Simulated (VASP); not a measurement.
# HfC (Fm-3m) in VASP: further runs

Runs on HfC. Level: PBE. Tasks: single point.

Everything below comes from runs of VASP 6.6.1. Logs are shortened: lines on timing, memory, paths and dates and some standing lists are left out, and cuts for length are marked.

## 1. The cell of the first run

It takes space group Fm-3m (No. 225, cubic). Conventional cell: a = 4.650 Å, b = 4.650 Å, c = 4.650 Å, α = 90.00°, β = 90.00°, γ = 90.00°. Hf (site symmetry m-3m) has 6 C at 2.33 Å within 3.1 Å. Within 3.1 Å of C (site symmetry m-3m) lie 6 Hf at 2.33 Å.

## 2. Single point, PBE

Input file INCAR:

```
  PREC = Accurate
  ENCUT = 520
  EDIFF = 1E-7
  ISMEAR = 0
  SIGMA = 0.023
  LREAL = F
  LASPH = T
  NELM = 100
  ALGO = Normal
  ISIF = 2
  LWAVE = F
  LCHARG = F
  GGA = PE
  NBANDS = 14
```

Input file KPOINTS:

```
regular mesh
0
Gamma
  10 10 10
```

Input file POSCAR:

```
HfC
1.0
    0.0000000000      2.3250000000      2.3250000000
    2.3250000000      0.0000000000      2.3250000000
    2.3250000000      2.3250000000      0.0000000000
Hf C
1 1
Direct
    0.5000000000      0.5000000000      0.5000000000
    0.0000000000      0.0000000000      0.0000000000
```

Potentials or basis: VASP PAW PBE potentials, release 64 (Hf_pv, C).

On the command line:

```console
$ cat potpaw_PBE.64/Hf_pv/POTCAR potpaw_PBE.64/C/POTCAR > POTCAR
$ mpirun -np 1 vasp_std > vasp.out
```

OUTCAR:

```text
PREC = Accurate
   ENCUT = 520
   EDIFF = 1E-7
   ISMEAR = 0
   LREAL = F
   LASPH = T
   NELM = 100
   ISIF = 2
   GGA = PE

 ion  position               nearest neighbor table
   1  0.500  0.500  0.500-   2 2.33   2 2.33   2 2.33   2 2.33   2 2.33   2 2.33
   2  0.000  0.000  0.000-   1 2.33   1 2.33   1 2.33   1 2.33   1 2.33   1 2.33

  LATTYP: Found a face centered cubic cell.
 ALAT       =     4.6500000000

  Lattice vectors:

 A1 = (   0.0000000000,   2.3250000000,   2.3250000000)
 A2 = (   2.3250000000,   0.0000000000,   2.3250000000)
 A3 = (   2.3250000000,   2.3250000000,   0.0000000000)

Analysis of symmetry for initial positions (statically):
=====================================================================
 Subroutine PRICEL returns:
 Original cell was already a primitive cell.

 Routine SETGRP: Setting up the symmetry group for a
 face centered cubic supercell.

 Subroutine GETGRP returns: Found 48 space group operations
 (whereof 48 operations were pure point group operations)
 out of a pool of 48 trial point group operations.

The static configuration has the point symmetry O_h .

Analysis of symmetry for dynamics (positions and initial velocities):
=====================================================================
 Subroutine PRICEL returns:
 Original cell was already a primitive cell.

 Routine SETGRP: Setting up the symmetry group for a
 face centered cubic supercell.

 Subroutine GETGRP returns: Found 48 space group operations
 (whereof 48 operations were pure point group operations)
 out of a pool of 48 trial point group operations.

The dynamic configuration has the point symmetry O_h .

 Subroutine INISYM returns: Found 48 space group operations
 (whereof 48 operations are pure point group operations),
 and found     1 'primitive' translations

----------------------------------------------------------------------------------------

                                     Primitive cell

  volume of cell :      25.1362

  direct lattice vectors                    reciprocal lattice vectors
     0.000000000  2.325000000  2.325000000    -0.215053763  0.215053763  0.215053763
     2.325000000  0.000000000  2.325000000     0.215053763 -0.215053763  0.215053763
     2.325000000  2.325000000  0.000000000     0.215053763  0.215053763 -0.215053763

  length of vectors
     3.288046533  3.288046533  3.288046533     0.372484045  0.372484045  0.372484045

  position of ions in fractional coordinates (direct lattice)
     0.500000000  0.500000000  0.500000000
     0.000000000  0.000000000  0.000000000

  ion indices of the primitive-cell ions
   primitive index   ion index
                 1           1
                 2           2

----------------------------------------------------------------------------------------

 KPOINTS: regular mesh

Automatic generation of k-mesh.
 Grid dimensions read from file:
 generate k-points for:   10   10   10

 Generating k-lattice:

  Cartesian coordinates                     Fractional coordinates (reciprocal lattice)
    -0.021505376  0.021505376  0.021505376     0.100000000  0.000000000  0.000000000
     0.021505376 -0.021505376  0.021505376     0.000000000  0.100000000  0.000000000
     0.021505376  0.021505376 -0.021505376     0.000000000  0.000000000  0.100000000

  Length of vectors
     0.037248404  0.037248404  0.037248404

  Shift w.r.t. Gamma in fractional coordinates (k-lattice)
     0.000000000  0.000000000  0.000000000

 Subroutine IBZKPT returns following result:
 ===========================================

 Found     47 irreducible k-points:

 Following reciprocal coordinates:
            Coordinates               Weight
  0.000000  0.000000  0.000000      1.000000
  0.100000  0.000000  0.000000      8.000000
  0.200000  0.000000  0.000000      8.000000
  0.300000  0.000000  0.000000      8.000000
  0.400000  0.000000  0.000000      8.000000
  0.500000  0.000000  0.000000      4.000000
[... 16 lines left out ...]
  0.300000  0.300000  0.000000      6.000000
  0.400000  0.300000  0.000000     24.000000
 [... further k-points ...]
   k-points           NKPTS =     47   k-points in BZ     NKDIM =     47   number of bands    NBANDS=     14
   number of dos      NEDOS =    301   number of ions     NIONS =      2
   total plane-waves  NPLWV =  13824
   dimension x,y,z NGX =    24 NGY =   24 NGZ =   24
   dimension x,y,z NGXF=    48 NGYF=   48 NGZF=   48
   ions per type =               1   1
   NGX,Y,Z   is equivalent  to a cutoff of  12.13, 12.13, 12.13 a.u.
   NGXF,Y,Z  is equivalent  to a cutoff of  24.27, 24.27, 24.27 a.u.
 SYSTEM =  unknown system
   PREC   = accura    normal or accurate (medium, high low for compatibility)
   ISTART =      0    job   : 0-new  1-cont  2-samecut
   ICHARG =      2    charge: 1-file 2-atom 10-const
   ISPIN  =      1    spin polarized calculation?
   LNONCOLLINEAR =      F non collinear calculations
   LSORBIT =      F    spin-orbit coupling
   LASPH  =      T    aspherical Exc in radial PAW
   ENCUT  =  520.0 eV  38.22 Ry    6.18 a.u.   6.11  6.11  6.11*2*pi/ulx,y,z
   NELM   =    100;   NELMIN=  2; NELMDL= -5     # of ELM steps
   EDIFF  = 0.1E-06   stopping-criterion for ELM
   LREAL  =      F    real-space projection
   EDIFFG = 0.1E-05   stopping-criterion for IOM
   NSW    =      0    number of steps for IOM
   IBRION =     -1    ionic relax: 0-MD 1-quasi-New 2-CG
   NFREE  =      0    steps in history (QN), initial steepest desc. (CG)
   ISIF   =      2    stress and relaxation
   ISYM   =      2    0-nonsym 1-usesym 2-fastsym
   POTIM  = 0.5000    time-step for ionic-motion
   TEBEG  =    0.0;   TEEND  =   0.0 temperature during run
   PSTRESS=    0.0 pullay stress
   NELECT =      14.0000    total number of electrons
   NUPDOWN=      -1.0000    fix difference up-down
   EMIN   =  10.00;   EMAX   =-10.00  energy-range for DOS
   EFERMI =   0.00;   METHOD = LEGACY
   ISMEAR =     0;   SIGMA  =   0.02  broadening in eV -4-tet -1-fermi 0-gaus
   EFERMI_NEDOS =   21; number of points for ismear=-14 and -15
   IALGO  =     38    algorithm
   IMIX   =      4    mixing-type and parameters
     AMIX     =   0.40;   BMIX     =  1.00
     AMIX_MAG =   1.60;   BMIX_MAG =  1.00
  volume/ion in A,a.u.               =      12.57        84.81
  Fermi-wavevector in a.u.,A,eV,Ry     =   1.346949  2.545365 24.684672  1.814272
  Thomas-Fermi vector in A             =   2.474740
   LORBIT       =      0    0 simple, 1 ext, 2 COOP (PROOUT), +10 PAW based schemes
   GGA     = PE    functional components
   LHFCALC =     F    Hartree Fock is set to
   AEXX    =    0.0000 exact exchange contribution
   IVDW    =     0    specifies the selected vdW correction
   LEPSILON=     F    determine dielectric tensor
   LRPA    =     F    only Hartree local field effects (RPA)
 non-spin polarized calculation
 Gauss-broadening in eV      SIGMA  =   0.02
  energy-cutoff  :      520.00
  volume of cell :       25.14
 maximum number of plane-waves:       700
   NGX = 13   NGY = 13   NGZ = 13

 number of electron      14.0000000 magnetization

 Free energy of the ion-electron system (eV)
  ---------------------------------------------------
  ext. energy  EPLUGINS =         0.00000000
  ---------------------------------------------------
  free energy    TOTEN  =       -21.04284116 eV

  energy without entropy =      -21.04264090  energy(sigma->0) =      -21.04274103

 E-fermi :   5.9714     XC(G=0): -12.2854

 val. band max:        5.9661373719   @ k =   0.1000   0.0000   0.0000
 cond. band min:       6.1054823098   @ k =   0.1000   0.1000   0.0000
 fundamental gap:      0.1393449378
 Fermi energy:         5.9714149684

 k-point     1 :       0.0000    0.0000    0.0000
  band No.  band energies     occupation
      1     -23.6178      2.00000
      2     -23.6178      2.00000
      3     -23.6178      2.00000
      4      -6.3571      2.00000
      5       6.9512      0.00000
      6       6.9512      0.00000
      7       6.9512      0.00000
      8       7.3452      0.00000
      9       7.3452      0.00000
     10       7.3452      0.00000
     11       9.3444      0.00000
     12       9.3444      0.00000
     13      12.7803      0.00000
     14      16.9544      0.00000

 k-point     2 :       0.1000    0.0000    0.0000
  band No.  band energies     occupation
      1     -23.6865      2.00000
      2     -23.6244      2.00000
      3     -23.6244      2.00000
      4      -6.1077      2.00000
      5       5.5841      2.00000
      6       5.9661      1.25447
      7       5.9661      1.25445
      8       7.7523      0.00000
      9       7.7523      0.00000
     10       8.1104      0.00000
     11      10.4415      0.00000
     12      10.4415      0.00000
     13      13.3301      0.00000
     14      17.6479      0.00000

 k-point     3 :       0.2000    0.0000    0.0000
  band No.  band energies     occupation
      1     -23.8617      2.00000
      2     -23.6417      2.00000
      3     -23.6417      2.00000
      4      -5.4095      2.00000
      5       3.8012      2.00000
      6       4.7288      2.00000
      7       4.7288      2.00000
      8       8.4939      0.00000
      9       8.4939      0.00000
     10       8.6480      0.00000
     11      12.4284      0.00000
     12      12.4284      0.00000
     13      14.4810      0.00000
     14      19.2684      0.00000
[... 324 lines left out ...]
 k-point    23 :       0.3000    0.3000    0.0000
  band No.  band energies     occupation
      1     -24.0239      2.00000
      2     -23.7699      2.00000
      3     -23.7699      2.00000
      4      -4.5394      2.00000
      5       2.1573      2.00000
      6       5.0120      2.00000
      7       5.5455      2.00000
      8       5.5455      2.00000
      9      10.5037      0.00000
     10      11.9598      0.00000
     11      11.9598      0.00000
     12      13.3291      0.00000
     13      18.2844      0.00000
     14      19.6400      0.00000

 k-point    24 :       0.4000    0.3000    0.0000
  band No.  band energies     occupation
      1     -24.1077      2.00000
      2     -23.8148      2.00000
      3     -23.7942      2.00000
      4      -4.2733      2.00000
      5       2.2369      2.00000
      6       4.1530      2.00000
      7       5.2405      2.00000
      8       6.1651      0.00000
      9      11.3179      0.00000
     10      12.3365      0.00000
     11      12.4654      0.00000
     12      14.2275      0.00000
     13      17.5389      0.00000
     14      18.6125      0.00000

 [... further k-points ...]
[... 5 lines left out ...]
  --------------------------------------------------------------------------------------
  -------------------------------------------------------------------------------------
  Total       -0.0690168     -0.0690168     -0.0690168      0.0000000      0.0000000      0.0000000
  in kB       -4.3991270     -4.3991270     -4.3991270      0.0000000      0.0000000      0.0000000
  external PRESSURE =      -4.3991270 kB  Pullay stress =       0.0000000 kB

 VOLUME and BASIS-vectors are now :
 -----------------------------------------------------------------------------
  energy-cutoff  :      520.00
  volume of cell :       25.14
      direct lattice vectors                 reciprocal lattice vectors
     0.000000000  2.325000000  2.325000000    -0.215053763  0.215053763  0.215053763
     2.325000000  0.000000000  2.325000000     0.215053763 -0.215053763  0.215053763
     2.325000000  2.325000000  0.000000000     0.215053763  0.215053763 -0.215053763

 POSITION                                       TOTAL-FORCE (eV/Angst)
 -----------------------------------------------------------------------------------
      2.32500      2.32500      2.32500         0.000000      0.000000      0.000000
      0.00000      0.00000      0.00000        -0.000000     -0.000000     -0.000000
 -----------------------------------------------------------------------------------
    total drift:                                0.000000     -0.000000      0.000000

  FREE ENERGIE OF THE ION-ELECTRON SYSTEM (eV)
  ---------------------------------------------------
  free  energy   TOTEN  =       -21.0428411584 eV

  energy  without entropy=      -21.0426408968  energy(sigma->0) =      -21.04274103
```

Run time: 26 s. Hardware: 1 thread of Intel Xeon 6975P-C, shared host; peak memory 0.15 GiB.

What came out:

```yaml
Free_energy: -21.0428 eV
Pressure: -0.4 GPa
Band_gap_on_the_k_mesh: zero (band 7 reaches 6.95 eV, above the bottom of band 8 at 5.55 eV)
```

Caveat: spin-orbit coupling is left out, which moves the levels of the heavy elements.

(Part 1 of 2 ends here.)
